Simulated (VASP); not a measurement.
Crystal: InBAs2.

```
CELL_PARAMETERS angstrom
3.75787 0.00000 0.00000
0.00000 3.75787 0.00000
0.00000 0.00000 5.75974
ATOMIC_POSITIONS crystal
B 0.00000 0.00000 0.00000
As 0.00000 0.50000 0.19438
As 0.50000 0.00000 0.80562
In 0.50000 0.50000 0.50000
```

Base run:

| Item | Value |
| --- | --- |
| Program | VASP 6.6.1 |
| Functional | PBE |
| Potentials or basis | VASP PAW PBE potentials, release 64 (B, As, In_d) |
| Cutoff | 520 eV |
| k mesh | 8 × 8 × 4 |
| Occupations | fermi-dirac, width 0.02 eV |
| Spin | no spin polarisation |

Its results: band gap on the k mesh zero (bands 13 and 14 overlap by 0.09 eV); pressure 2.2 GPa; largest force 0.208 eV/Å.

Question: The run is repeated on the same cell with these changes: functional from PBE to r2SCAN; further incar settings from ALGO = Normal; EDIFF = 1e-06; NBANDS = 21 to ALGO = Normal; EDIFF = 1e-07; NBANDS = 21. What comes out?

Answer: Band gap on the k mesh 0.07 eV; pressure 0.0 GPa; largest force 0.004 eV/Å.

Caveats: spin-orbit coupling is left out, which moves the levels of the heavy elements; semilocal functionals underestimate gaps, so a narrow gap can read as zero (at least some runs); the PAW data sets were made with another functional, which shifts forces and pressure a little (at least some runs).

A k mesh can miss the band edges.
